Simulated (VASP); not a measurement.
A run of VASP 6.6.1 is set up as follows.

The input INCAR:

```
PREC = Accurate
ENCUT = 500
EDIFF = 1E-6
ISMEAR = -1
SIGMA = 0.1
LREAL = False
LASPH = True
NELM = 120
ALGO = Normal
ISIF = 2
LWAVE = False
LCHARG = False
GGA = PE
NBANDS = 17
GGA_COMPAT = False
```

File KPOINTS:

```
Automatic mesh
0
Gamma
  7 7 7
```

Contents of POSCAR:

```
TePb
1.0
    0.0000000000      3.2150050000      3.2150050000
    3.2150050000      0.0000000000      3.2150050000
    3.2150050000      3.2150050000      0.0000000000
Pb Te
1 1
Direct
    0.0000000000      0.0000000000      0.0000000000
    0.5000000000      0.5000000000      0.5000000000
```

Potentials or basis: VASP PAW PBE potentials, release 64 (Pb_d, Te).

The run is started by

```console
$ cat potpaw_PBE.64/Pb_d/POTCAR potpaw_PBE.64/Te/POTCAR > POTCAR
$ mpirun -np 1 vasp_std > vasp.out
```

(1) What does it give for the pressure?

Answers

(1) 2.8 GPa.
